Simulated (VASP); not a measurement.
Here is a VASP 6.6.1 calculation.

POSCAR

```
Ba2C
1.0
    0.0000000000      3.4350646621      3.4350646621
    3.4350646621      0.0000000000      3.4350646621
    3.4350646621      3.4350646621      0.0000000000
C Ba
1 2
Direct
    0.0000000000      0.0000000000      0.0000000000
    0.2500000000      0.2500000000      0.2500000000
    0.7500000000      0.7500000000      0.7500000000
```

File INCAR.step1:

```
SYSTEM = Ba2C
ALGO = Normal
EDIFF = 1E-4
ENCUT = 520
GGA = PE
ISMEAR = -1
LASPH = .TRUE.
LCHARG = .FALSE.
LREAL = .FALSE.
LWAVE = .TRUE.
NBANDS = 19
NELM = 60
PREC = Accurate
SIGMA = 0.02
```

The input INCAR.step2:

```
SYSTEM = Ba2C
ALGO = Normal
EDIFF = 1E-6
ENCUT = 520
ISIF = 2
ISMEAR = -1
ISTART = 1
LASPH = .TRUE.
LCHARG = .FALSE.
LMIXTAU = .TRUE.
LREAL = .FALSE.
LWAVE = .FALSE.
METAGGA = R2SCAN
NBANDS = 19
NELM = 60
PREC = Accurate
SIGMA = 0.02
```

Contents of KPOINTS:

```
k-points
0
G
  6 6 6
  0 0 0
```

Potentials or basis: VASP PAW PBE potentials, release 64 (C, Ba_sv).

Launch:

```bash
$ cat potpaw_PBE.64/C/POTCAR potpaw_PBE.64/Ba_sv/POTCAR > POTCAR
$ cp INCAR.step1 INCAR
$ mpirun -np 1 vasp_std > vasp.out
$ cp INCAR.step2 INCAR
$ mpirun -np 1 vasp_std > vasp.out
```

Question: Estimate the band gap on the k mesh.

Answer: Zero (filled and empty bands touch).

Question: Predict the pressure.

Answer: 4.3 GPa.

Caveat: the PAW data sets were made with another functional, which shifts forces and pressure a little; spin-orbit coupling is left out, which moves the levels of the heavy elements.
